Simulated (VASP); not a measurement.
# BN (Fddd) in VASP: further runs, part 2 of 2

VASP 6.6.1.

## (3) Relaxation of cell and atoms, PBE

This run uses another cell than the first one, of 6.57 Å³/atom.

INCAR

```
SYSTEM = BN
PREC = Accurate
ENCUT = 600
EDIFF = 1E-7
ISMEAR = 0
SIGMA = 0.1
LREAL = .FALSE.
LASPH = .TRUE.
NELM = 80
ALGO = Normal
ISIF = 3
LWAVE = .FALSE.
LCHARG = .FALSE.
GGA = PE
IBRION = 2
NSW = 90
EDIFFG = -0.04
```

KPOINTS

```
Automatic mesh
0
G
  6 6 6
  0 0 0
```

POSCAR

```
BN
1.0
    0.0000000000      3.3019145600      3.3019145600
    2.4119768200      0.0000000000      3.3019145600
    2.4119768200      3.3019145600      0.0000000000
B N
4 4
Direct
    0.0910748800      0.0910748800      0.4089251200
    0.4089251200      0.4089251200      0.0910748800
    0.1589251200      0.1589251200      0.8410748800
    0.8410748800      0.8410748800      0.1589251200
    0.1589251200      0.8410748800      0.1589251200
    0.8410748800      0.1589251200      0.8410748800
    0.0910748800      0.4089251200      0.0910748800
    0.4089251200      0.0910748800      0.4089251200
```

Potentials or basis: VASP PAW PBE potentials, release 64 (B, N).

Started as:

```bash
$ cat potpaw_PBE.64/B/POTCAR potpaw_PBE.64/N/POTCAR > POTCAR
$ mpirun -np 1 vasp_std > vasp.out
```

OUTCAR:

```text
SYSTEM = BN
   PREC = Accurate
   ENCUT = 600
   EDIFF = 1E-7
   ISMEAR = 0
   LREAL = .FALSE.
   LASPH = .TRUE.
   NELM = 80
   ISIF = 3
   GGA = PE
   IBRION = 2
   NSW = 90
   EDIFFG = -0.04

 ion  position               nearest neighbor table
   1  0.091  0.091  0.409-   6 1.48   5 1.48   7 1.48   8 1.48   3 2.09   3 2.09   2 2.10
   2  0.409  0.409  0.091-   5 1.48   6 1.48   7 1.48   8 1.48   4 2.09   4 2.09   1 2.10
   3  0.159  0.159  0.841-   8 1.48   7 1.48   5 1.48   6 1.48   1 2.09   1 2.09   4 2.10
   4  0.841  0.841  0.159-   7 1.48   8 1.48   5 1.48   6 1.48   2 2.09   2 2.09   3 2.10
   5  0.159  0.841  0.159-   1 1.48   2 1.48   3 1.48   4 1.48
   6  0.841  0.159  0.841-   1 1.48   2 1.48   3 1.48   4 1.48
   7  0.091  0.409  0.091-   3 1.48   4 1.48   1 1.48   2 1.48
   8  0.409  0.091  0.409-   3 1.48   4 1.48   1 1.48   2 1.48

  LATTYP: Found a body centered tetragonal cell.
 ALAT       =     4.6696123525
 C/A-ratio  =     1.0330522698

  Lattice vectors:

 A1 = (  -2.4119768200,   0.0000000000,  -3.3019145600)
 A2 = (  -2.4119768200,   0.0000000000,   3.3019145600)
 A3 = (   2.4119768200,   3.3019145600,   0.0000000000)

Analysis of symmetry for initial positions (statically):
=====================================================================
[... 309 lines left out ...]

  energy  without entropy=      -66.1615096900  energy(sigma->0) =      -66.16150969

[... ionic steps 4 to 9 ...]

--------------------------------------- Ionic step       10  -------------------------------------------

 number of electron      31.9999999 magnetization

------------------------ aborting loop because EDIFF is reached ----------------------------------------
[... 79 lines left out ...]
--------------------------------------- Ionic step       12  -------------------------------------------

 number of electron      31.9999999 magnetization

 Free energy of the ion-electron system (eV)
  ---------------------------------------------------
  ext. energy  EPLUGINS =         0.00000000
  ---------------------------------------------------
  free energy    TOTEN  =       -66.54225175 eV

  energy without entropy =      -66.54225175  energy(sigma->0) =      -66.54225175

 E-fermi :   5.0878     XC(G=0): -10.9993

 val. band max:        4.6451449171   @ k =   0.0000   0.0000   0.0000
 cond. band min:       9.7438608962   @ k =   0.0000   0.0000   0.0000
 fundamental gap:      5.0987159791
 Fermi energy:         5.0878441332

 k-point     1 :       0.0000    0.0000    0.0000
  band No.  band energies     occupation
      1     -15.1211      2.00000
      2     -11.4542      2.00000
      3     -10.0215      2.00000
      4      -9.0564      2.00000
      5      -5.8343      2.00000
      6      -5.3288      2.00000
[... 565 lines left out ...]
     20      13.2080      0.00000
     21      13.3572      0.00000

 [... further k-points ...]

------------------------ aborting loop because EDIFF is reached ----------------------------------------

  FORCE on cell =-STRESS in cart. coord.  units (eV):
  Direction    XX          YY          ZZ          XY          YZ          ZX
  --------------------------------------------------------------------------------------
  -------------------------------------------------------------------------------------
  Total       -0.0788054     -0.1035410      0.1154191      0.0000000      0.0000000      0.0000000
  in kB       -2.0798472     -2.7326741      3.0461634      0.0000000      0.0000000      0.0000000
  external PRESSURE =      -0.5887860 kB  Pullay stress =       0.0000000 kB
[... 23 lines left out ...]
  FREE ENERGIE OF THE ION-ELECTRON SYSTEM (eV)
  ---------------------------------------------------
  free  energy   TOTEN  =       -66.5422517478 eV

  energy  without entropy=      -66.5422517478  energy(sigma->0) =      -66.54225175

 reached required accuracy - stopping structural energy minimisation
```

It took 20 min on 1 thread of Intel Xeon 8259CL, shared host; peak memory 0.24 GiB.

Results:

| Property | Result |
| --- | --- |
| Free energy | -66.5423 eV |
| Relaxed volume | 7.59 Å³/atom |
| Relaxed cell | a = 4.918 Å, b = 4.324 Å, c = 4.254 Å, α = 69.96°, β = 55.69°, γ = 54.35° |
| Space group after relaxing (to 0.1 Å) | Fddd (No. 70) |
| Energy gained by relaxing | 385.8 meV/atom |
| Ionic steps | 12 |
| Pressure after relaxing | -0.1 GPa |
| Largest force after relaxing | 0.032 eV/Å |
| Band gap on the k mesh | 5.10 eV |

Forces in eV/Å, atoms in the order of the input:
```
B    0.000  0.000 -0.004
B    0.000  0.000  0.004
B    0.000  0.000  0.004
B    0.000  0.000 -0.004
N    0.000 -0.032  0.000
N    0.000  0.032  0.000
N    0.000  0.032  0.000
N    0.000 -0.032  0.000
```

The path:
| step | energy change (eV) | largest force (eV/Å) | pressure (GPa) | volume (Å³) |
| --- | --- | --- | --- | --- |
| 1 | 0.0000 | 6.5984 | 68.66 | 52.59 |
| 2 | 2.0107 | 3.2560 | -38.29 | 76.99 |
| 3 | -2.7058 | 1.8806 | 0.89 | 60.79 |
| 4 | -2.7492 | 1.8855 | 4.82 | 60.00 |
| 5 | -2.7584 | 1.8759 | 7.70 | 59.46 |
| 6 | -2.9533 | 0.3798 | -10.94 | 63.40 |
| 7 | -3.0423 | 0.3994 | -5.39 | 61.93 |
| 8 | -3.0722 | 0.3955 | 2.30 | 60.34 |
| 9 | -3.0778 | 0.2330 | 0.04 | 60.78 |
| 10 | -3.0854 | 0.0509 | 0.56 | 60.56 |
| 11 | -3.0854 | 0.0401 | 0.54 | 60.57 |
| 12 | -3.0865 | 0.0318 | -0.06 | 60.71 |

Final structure:
```
CELL_PARAMETERS angstrom
0.00000 3.43421 3.52027
2.51074 0.00000 3.52027
2.51074 3.43421 0.00000
ATOMIC_POSITIONS crystal
B 0.09996 0.09996 0.40004
B 0.40004 0.40004 0.09996
B 0.15004 0.15004 0.84996
B 0.84996 0.84996 0.15004
N 0.17775 0.82225 0.17775
N 0.82225 0.17775 0.82225
N 0.07225 0.42775 0.07225
N 0.42775 0.07225 0.42775
```

Levels at points of the mesh, in eV from the valence-band top:
```tsv
k point	band 12	band 13	band 14	band 15	band 16	band 17	band 18	band 19	band 20	band 21
(0.00, 0.00, 0.00)	-4.27	-1.64	-1.36	-1.14	0.00	5.10	6.88	7.64	8.07	9.08
(0.50, 0.00, 0.00)	-3.84	-2.92	-2.40	-1.49	-0.98	5.80	7.41	7.98	8.30	8.93
(0.50, 0.50, 0.00)	-3.93	-3.93	-3.93	-1.31	-1.31	6.62	6.62	6.74	6.74	9.81
(0.50, 0.00, 0.50)	-3.21	-2.91	-2.91	-1.23	-1.23	5.76	5.76	8.93	8.93	9.03
(0.00, 0.50, 0.50)	-3.91	-2.72	-2.72	-0.76	-0.76	7.57	7.57	8.27	8.27	9.22
```

Caveat: the volume moved by over 15 % at a fixed basis, so the end points are rough. A k mesh can miss the band edges.

## (4) Relaxation of cell and atoms, PBE

INCAR

```
PREC = Accurate
ENCUT = 600
EDIFF = 1E-6
ISMEAR = 0
SIGMA = 0.02
LREAL = F
LASPH = T
NELM = 80
ALGO = Normal
ISIF = 3
LWAVE = F
LCHARG = F
GGA = PE
IBRION = 2
NSW = 100
EDIFFG = -0.01
```

KPOINTS

```
regular mesh
0
Gamma
  6 6 6
```

POSCAR

```
BN
1.0
    0.0000000000      3.4321036182      3.5235696759
    2.5083484282      0.0000000000      3.5235696759
    2.5083484282      3.4321036182      0.0000000000
B N
4 4
Direct
    0.1000184356      0.1000184356      0.3999815644
    0.3999815644      0.3999815644      0.1000184356
    0.1499815644      0.1499815644      0.8500184356
    0.8500184356      0.8500184356      0.1499815644
    0.1774754280      0.8225245720      0.1774754280
    0.8225245720      0.1774754280      0.8225245720
    0.0725245720      0.4274754280      0.0725245720
    0.4274754280      0.0725245720      0.4274754280
```

Potentials or basis: VASP PAW PBE potentials, release 64 (B, N).

Started as:

```bash
$ cat potpaw_PBE.64/B/POTCAR potpaw_PBE.64/N/POTCAR > POTCAR
$ mpirun -np 1 vasp_std > vasp.out
```

OUTCAR:

```text
PREC = Accurate
   ENCUT = 600
   EDIFF = 1E-6
   ISMEAR = 0
   LREAL = F
   LASPH = T
   NELM = 80
   ISIF = 3
   GGA = PE
   IBRION = 2
   NSW = 100
   EDIFFG = -0.01

 ion  position               nearest neighbor table
   1  0.100  0.100  0.400-   5 1.52   6 1.52   7 1.61   8 1.61   2 2.11   3 2.15   3 2.15
   2  0.400  0.400  0.100-   5 1.52   6 1.52   7 1.61   8 1.61   1 2.11   4 2.15   4 2.15
   3  0.150  0.150  0.850-   7 1.52   8 1.52   5 1.61   6 1.61   4 2.11   1 2.15   1 2.15
   4  0.850  0.850  0.150-   7 1.52   8 1.52   5 1.61   6 1.61   3 2.11   2 2.15   2 2.15
   5  0.177  0.823  0.177-   1 1.52   2 1.52   3 1.61   4 1.61
   6  0.823  0.177  0.823-   1 1.52   2 1.52   3 1.61   4 1.61
   7  0.073  0.427  0.073-   3 1.52   4 1.52   1 1.61   2 1.61
   8  0.427  0.073  0.427-   3 1.52   4 1.52   1 1.61   2 1.61

  LATTYP: Found a face centered orthorhombic cell.
 ALAT       =     5.0166968564
 B/A-ratio  =     1.3682722781
 C/A-ratio  =     1.4047369322

  Lattice vectors:

 A1 = (   0.0000000000,   3.4321036182,   3.5235696759)
 A2 = (   2.5083484282,   0.0000000000,   3.5235696759)
 A3 = (   2.5083484282,   3.4321036182,   0.0000000000)

Analysis of symmetry for initial positions (statically):
=====================================================================
 Subroutine PRICEL returns:
 Original cell was already a primitive cell.

 Routine SETGRP: Setting up the symmetry group for a
 face centered orthorhombic supercell.

 Subroutine GETGRP returns: Found  8 space group operations
 (whereof  4 operations were pure point group operations)
 out of a pool of  8 trial point group operations.

The static configuration has the point symmetry D_2 .
 The point group associated with its full space group is D_2h.

Analysis of symmetry for dynamics (positions and initial velocities):
=====================================================================
 Subroutine PRICEL returns:
 Original cell was already a primitive cell.

 Routine SETGRP: Setting up the symmetry group for a
 face centered orthorhombic supercell.

 Subroutine GETGRP returns: Found  8 space group operations
 (whereof  4 operations were pure point group operations)
 out of a pool of  8 trial point group operations.

The dynamic configuration has the point symmetry D_2 .
 The point group associated with its full space group is D_2h.

 Subroutine INISYM returns: Found  8 space group operations
 (whereof  4 operations are pure point group operations),
 and found     1 'primitive' translations

----------------------------------------------------------------------------------------

                                     Primitive cell

  volume of cell :      60.6682

  direct lattice vectors                    reciprocal lattice vectors
     0.000000000  3.432103618  3.523569676    -0.199334349  0.145683247  0.141901550
     2.508348428  0.000000000  3.523569676     0.199334349 -0.145683247  0.141901550
     2.508348428  3.432103618  0.000000000     0.199334349  0.145683247 -0.141901550

  length of vectors
     4.918828977  4.325200007  4.251017182     0.284769804  0.284769804  0.284769804

[... 54 lines left out ...]
  0.333333  0.166667 -0.000000      8.000000
[... 16 lines left out ...]
 -0.166667  0.166667  0.166667      8.000000
  0.500000  0.333333  0.166667      4.000000
 [... further k-points ...]
   k-points           NKPTS =     46   k-points in BZ     NKDIM =     46   number of bands    NBANDS=     21
   number of dos      NEDOS =    301   number of ions     NIONS =      8
   total plane-waves  NPLWV =  51840
   dimension x,y,z NGX =    40 NGY =   36 NGZ =   36
   dimension x,y,z NGXF=    80 NGYF=   72 NGZF=   72
   ions per type =               4   4
   NGX,Y,Z   is equivalent  to a cutoff of  13.52, 13.84, 14.08 a.u.
   NGXF,Y,Z  is equivalent  to a cutoff of  27.04, 27.67, 28.16 a.u.
 SYSTEM =  unknown system
   PREC   = accura    normal or accurate (medium, high low for compatibility)
   ISTART =      0    job   : 0-new  1-cont  2-samecut
   ICHARG =      2    charge: 1-file 2-atom 10-const
   ISPIN  =      1    spin polarized calculation?
   LNONCOLLINEAR =      F non collinear calculations
   LSORBIT =      F    spin-orbit coupling
   LASPH  =      T    aspherical Exc in radial PAW
   ENCUT  =  600.0 eV  44.10 Ry    6.64 a.u.   9.82  8.64  8.49*2*pi/ulx,y,z
   NELM   =     80;   NELMIN=  2; NELMDL= -5     # of ELM steps
   EDIFF  = 0.1E-05   stopping-criterion for ELM
   LREAL  =      F    real-space projection
   EDIFFG = -.1E-01   stopping-criterion for IOM
   NSW    =    100    number of steps for IOM
   IBRION =      2    ionic relax: 0-MD 1-quasi-New 2-CG
   NFREE  =      1    steps in history (QN), initial steepest desc. (CG)
   ISIF   =      3    stress and relaxation
   ISYM   =      2    0-nonsym 1-usesym 2-fastsym
   POTIM  = 0.5000    time-step for ionic-motion
   TEBEG  =    0.0;   TEEND  =   0.0 temperature during run
   PSTRESS=    0.0 pullay stress
   NELECT =      32.0000    total number of electrons
   NUPDOWN=      -1.0000    fix difference up-down
   EMIN   =  10.00;   EMAX   =-10.00  energy-range for DOS
   EFERMI =   0.00;   METHOD = LEGACY
   ISMEAR =     0;   SIGMA  =   0.02  broadening in eV -4-tet -1-fermi 0-gaus
   EFERMI_NEDOS =   21; number of points for ismear=-14 and -15
   IALGO  =     38    algorithm
   IMIX   =      4    mixing-type and parameters
     AMIX     =   0.40;   BMIX     =  1.00
     AMIX_MAG =   1.60;   BMIX_MAG =  1.00
  volume/ion in A,a.u.               =       7.58        51.18
  Fermi-wavevector in a.u.,A,eV,Ry     =   1.322730  2.499597 23.804943  1.749614
  Thomas-Fermi vector in A             =   2.452390
   LORBIT       =      0    0 simple, 1 ext, 2 COOP (PROOUT), +10 PAW based schemes
   GGA     = PE    functional components
   LHFCALC =     F    Hartree Fock is set to
   AEXX    =    0.0000 exact exchange contribution
   IVDW    =     0    specifies the selected vdW correction
   LEPSILON=     F    determine dielectric tensor
   LRPA    =     F    only Hartree local field effects (RPA)
 conjugate gradient relaxation of ions
 non-spin polarized calculation
 Gauss-broadening in eV      SIGMA  =   0.02
  energy-cutoff  :      600.00
  volume of cell :       60.67
 maximum number of plane-waves:      2045
   NGX = 19   NGY = 17   NGZ = 17

--------------------------------------- Ionic step        1  -------------------------------------------

 number of electron      31.9999998 magnetization

 Free energy of the ion-electron system (eV)
  ---------------------------------------------------
  ext. energy  EPLUGINS =         0.00000000
  ---------------------------------------------------
  free energy    TOTEN  =       -66.55950071 eV

  energy without entropy =      -66.55950071  energy(sigma->0) =      -66.55950071

------------------------ aborting loop because EDIFF is reached ----------------------------------------

  FORCE on cell =-STRESS in cart. coord.  units (eV):
  Direction    XX          YY          ZZ          XY          YZ          ZX
  --------------------------------------------------------------------------------------
  -------------------------------------------------------------------------------------
  Total       -0.0250052      0.1088161      0.1057987      0.0000000      0.0000000      0.0000000
  in kB       -0.6603581      2.8737074      2.7940213      0.0000000      0.0000000      0.0000000
  external PRESSURE =       1.6691235 kB  Pullay stress =       0.0000000 kB
[... 71 lines left out ...]
--------------------------------------- Ionic step        3  -------------------------------------------

 number of electron      31.9999998 magnetization

 Free energy of the ion-electron system (eV)
  ---------------------------------------------------
  ext. energy  EPLUGINS =         0.00000000
  ---------------------------------------------------
  free energy    TOTEN  =       -66.55956101 eV

  energy without entropy =      -66.55956101  energy(sigma->0) =      -66.55956101

 E-fermi :   4.7797     XC(G=0): -10.9983

 val. band max:        4.6348193690   @ k =   0.0000   0.0000   0.0000
 cond. band min:       9.7535457925   @ k =   0.0000   0.0000   0.0000
 fundamental gap:      5.1187264235
 Fermi energy:         4.7797059089

 k-point     1 :       0.0000    0.0000    0.0000
  band No.  band energies     occupation
      1     -15.1233      2.00000
      2     -11.4519      2.00000
      3     -10.0331      2.00000
      4      -9.0507      2.00000
      5      -5.8447      2.00000
      6      -5.3323      2.00000
[... 565 lines left out ...]
     20      12.4480      0.00000
     21      13.6871      0.00000

 [... further k-points ...]

------------------------ aborting loop because EDIFF is reached ----------------------------------------

  FORCE on cell =-STRESS in cart. coord.  units (eV):
  Direction    XX          YY          ZZ          XY          YZ          ZX
  --------------------------------------------------------------------------------------
  -------------------------------------------------------------------------------------
  Total       -0.0170477     -0.0097096      0.0088267      0.0000000      0.0000000      0.0000000
  in kB       -0.4499916     -0.2562947      0.2329907      0.0000000      0.0000000      0.0000000
  external PRESSURE =      -0.1577652 kB  Pullay stress =       0.0000000 kB
[... 23 lines left out ...]
  FREE ENERGIE OF THE ION-ELECTRON SYSTEM (eV)
  ---------------------------------------------------
  free  energy   TOTEN  =       -66.5595610057 eV

  energy  without entropy=      -66.5595610057  energy(sigma->0) =      -66.55956101

 reached required accuracy - stopping structural energy minimisation
```

Wall time 4.3 min (1 thread of Intel Xeon 8259CL, shared host); peak memory 0.24 GiB.

What came out:

```
Free energy                           : -66.5596 eV
Relaxed volume                        : 7.59 Å³/atom
Relaxed cell                          : a = 4.920 Å, b = 4.326 Å, c = 4.252 Å, α = 70.00°, β = 55.71°, γ = 54.29°
Space group after relaxing (to 0.1 Å) : Fddd (No. 70)
Energy gained by relaxing             : 0.0 meV/atom
Ionic steps                           : 3
Pressure after relaxing               : 0.0 GPa
Largest force after relaxing          : 0.004 eV/Å
Band gap on the k mesh                : 5.12 eV
```

Forces in eV/Å, atoms in the order of the input:
```
B    0.000  0.000  0.000
B    0.000  0.000  0.000
B    0.000  0.000  0.000
B    0.000  0.000  0.000
N    0.000 -0.004  0.000
N    0.000  0.004  0.000
N    0.000  0.004  0.000
N    0.000 -0.004  0.000
```

Final structure:
```xyz
8
Lattice="0.0000 3.4331 3.5245 2.5082 0.0000 3.5245 2.5082 3.4331 0.0000" Properties=species:S:1:pos:R:3 pbc="T T T"
B     1.2541    1.7165    0.7047
B     1.2541    1.7165    2.8198
B     2.5082    3.4331    1.0575
B     2.5082    3.4331    5.9915
N     2.5082    1.2191    3.5245
N     2.5082    5.6471    3.5245
N     1.2541    0.4975    1.7623
N     1.2541    2.9356    1.7623
```

A k mesh can miss the band edges.

## (5) The runs side by side

| task | cell | cutoff (eV) | smearing | gap on the mesh (eV) | pressure (GPa) | relaxed volume (Å³/atom) | largest force (eV/Å) |
| --- | --- | --- | --- | --- | --- | --- | --- |
| single point | a = 4.922, b = 4.327, c = 4.252 Å, angles 70.0, 55.7, 54.3°, 8 atoms, atomic positions A | 520 | gaussian 0.02 eV | 5.12 | 0.2 | - | 0.02 |
| relaxation of cell and atoms | relaxed from a = 4.670, b = 4.089, c = 4.089 Å, angles 69.6, 55.2, 55.2°, 8 atoms, atomic positions B | 600 | gaussian 0.1 eV | 5.10 | -0.1 | 7.59 | 0.03 |
| relaxation of cell and atoms | relaxed from a = 4.919, b = 4.325, c = 4.251 Å, angles 70.0, 55.7, 54.3°, 8 atoms, atomic positions A | 600 | gaussian 0.02 eV | 5.12 | 0.0 | 7.59 | - |

Alike in all rows: level PBE; potentials or basis VASP PAW PBE potentials, release 64 (B, N); no spin polarisation; k mesh 6 × 6 × 6.

Caveats: the volume moved by over 15 % at a fixed basis, so the end points are rough (at least some runs).

Total energies depend on the potentials used, so only differences within one code and one set of settings carry meaning.
